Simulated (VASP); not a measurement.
## GaN: electric field gradients with PBEsol

The system is GaN.

```
Ga N
1.0
     0.00000    1.99250    2.03235
     1.99250    0.00000    2.03235
     1.99250    1.99250    0.00000
Ga N
1 1
Direct
  0.50000 0.50000 0.50000
  0.00000 0.00000 0.00000
```

This cell differs from its parent crystal: zz strain of +2 %.

- Program: VASP 6.6.1
- Task: electric field gradients
- Functional: PBEsol
- Potentials or basis: VASP PAW PBE potentials, release 64 (Ga_d, N)
- Cutoff: 520 eV
- k mesh: 13 × 13 × 13
- Occupations: fermi-dirac, width 0.02 eV
- Spin: no spin polarisation
- Dipole correction: no
- Further INCAR settings: ALGO = Normal; EDIFF = 1e-08; NBANDS = 16

The pressure is 50.7 GPa and the band gap on the k mesh is 1.54 eV, indirect (least direct gap 4.80 eV).

Stress tensor (GPa, compression positive):
```
53.62  0.00  0.00
 0.00 53.62  0.00
 0.00  0.00 44.76
```

Levels at points of the mesh, in eV from the valence-band top:
```csv
k point,band 6,band 7,band 8,band 9,band 10,band 11,band 12,band 13
"(0.00, 0.00, 0.00)",-13.84,-0.85,-0.85,-0.67,4.13,15.41,15.57,15.57
```

Electric field gradients, principal values (V/Å²):
```
atom   least  middle  greatest (by size)
1 Ga  -9.809  -9.815              19.624
 2 N   0.222   0.222              -0.444
```

It took 47 s on 1 thread of Intel(R) Xeon(R) Platinum 8259CL CPU @ 2.50GHz (Skylake/Cascade Lake), on a shared host, peak memory 0.18 GiB.

Caveat: the cell differs from its parent crystal (zz strain of +2 %); without QUAD_EFG the Cq values of the log hold for a quadrupole moment of 1 mb, not for the nuclei; the PAW data sets were made with another functional, which shifts forces and pressure a little. A k mesh can miss the band edges.
